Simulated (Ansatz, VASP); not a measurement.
**Two plane-wave programs on BN**

The input POSCAR:

```
BN
1.0
    0.0000000000      1.7458259350      1.7458259350
    1.7458259350      0.0000000000      1.7458259350
    1.7458259350      1.7458259350      0.0000000000
B N
1 1
Direct
    0.0000000000      0.0000000000      0.0000000000
    0.5000000000      0.5000000000      0.5000000000
```

The input INCAR.step1:

```
SYSTEM = BN
PREC = Accurate ; ENCUT = 520
ISMEAR = 0 ; SIGMA = 0.05
LREAL = .FALSE. ; LASPH = .TRUE.
NELM = 80 ; NBANDS = 11
GGA = PE ; ALGO = Normal
EDIFF = 1E-4 ; LWAVE = .TRUE.
LCHARG = .FALSE.
```

INCAR.step2

```
SYSTEM = BN
PREC = Accurate ; ENCUT = 520
EDIFF = 1E-6 ; ISMEAR = 0
SIGMA = 0.05 ; LREAL = .FALSE.
LASPH = .TRUE. ; NELM = 80
ALGO = Normal ; ISIF = 2
LWAVE = .FALSE. ; LCHARG = .FALSE.
METAGGA = R2SCAN ; LMIXTAU = .TRUE.
NBANDS = 11 ; ISTART = 1
```

KPOINTS

```
Automatic mesh
0
G
  8 8 8
  0 0 0
```

Input for Ansatz:

```yaml
crystal:
  lattice:
    - [0.0, 1.745825935, 1.745825935]
    - [1.745825935, 0.0, 1.745825935]
    - [1.745825935, 1.745825935, 0.0]
  atoms:
    - { symbol: B, position: [0.0, 0.0, 0.0] }
    - { symbol: "N", position: [0.5, 0.5, 0.5] }
kpoints:
  mp_grid: { grid: [8, 8, 8] }
hamiltonian:
  xc: r2scan
scf:
  occupations: { method: gaussian, width: 0.05 }
  n_extra_bands: 4
output:
  forces: true
  stress: true
  eigenvalues: true
```

Alike in both runs: task single point; functional r2SCAN; k mesh 8 × 8 × 8; occupations gaussian, width 0.05 eV; no spin polarisation.

|  | VASP | Ansatz |
| --- | --- | --- |
| version | VASP 6.6.1 | Ansatz 0.2.0 |
| potentials or method | VASP PAW PBE potentials, release 64 (B, N) | plane waves |
| plane-wave cutoff (eV) | 520 | 500 |
| valence electrons in the cell | 8 | 8 |

Ansatz gave:

| Quantity | Value |
| --- | --- |
| gap on the k mesh at the Fermi level (eV) | 1.49 |
| pressure (GPa) | 0.0 |

Task: What did VASP give for the same quantities?

Result: gap on the k mesh at the Fermi level (eV): 1.48; pressure (GPa): 0.4.

VASP's potentials were made for PBE, not for r2SCAN.
